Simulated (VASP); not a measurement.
Input of a VASP 6.6.1 run:

The input INCAR:

```
SYSTEM = CO2
PREC = Accurate
ENCUT = 520
EDIFF = 1E-6
ISMEAR = 0
SIGMA = 0.02
LREAL = .FALSE.
LASPH = .TRUE.
NELM = 60
ALGO = Normal
ISIF = 2
LWAVE = .FALSE.
LCHARG = .TRUE.
GGA = PE
IVDW = 12
LELF = .TRUE.
LVHAR = .TRUE.
NBANDS = 44
```

Contents of KPOINTS:

```
Automatic mesh
0
G
  4 4 4
  0 0 0
```

POSCAR

```
CO2
1.0
    5.5965883088      0.0000000000      0.0000000000
    0.0000000000      5.5965883088      0.0000000000
    0.0000000000      0.0000000000      5.5965883088
C O
4 8
Direct
    0.0000000000      0.0000000000      0.0000000000
    0.5000000000      0.0000000000      0.5000000000
    0.5000000000      0.5000000000      0.0000000000
    0.0000000000      0.5000000000      0.5000000000
    0.1205297000      0.1205297000      0.1205297000
    0.3794703000      0.8794703000      0.6205297000
    0.6205297000      0.3794703000      0.8794703000
    0.8794703000      0.6205297000      0.3794703000
    0.8794703000      0.8794703000      0.8794703000
    0.6205297000      0.1205297000      0.3794703000
    0.3794703000      0.6205297000      0.1205297000
    0.1205297000      0.3794703000      0.6205297000
```

Potentials or basis: VASP PAW PBE potentials, release 64 (C, O).

Command:

```sh
$ cat potpaw_PBE.64/C/POTCAR potpaw_PBE.64/O/POTCAR > POTCAR
$ mpirun -np 1 vasp_std > vasp.out
```

Q: What does it give for the band gap on the k mesh?

A: 6.78 eV.

Q: Predict the pressure.

A: 2.1 GPa.

Forces in eV/Å, atoms in the order of the input:
```
C    0.000  0.000  0.000
C    0.000  0.000  0.000
C    0.000  0.000  0.000
C    0.000  0.000  0.000
O    0.367  0.367  0.367
O   -0.367 -0.367  0.367
O    0.367 -0.367 -0.367
O   -0.367  0.367 -0.367
O   -0.367 -0.367 -0.367
O    0.367  0.367 -0.367
O   -0.367  0.367  0.367
O    0.367 -0.367  0.367
```

A k mesh can miss the band edges.
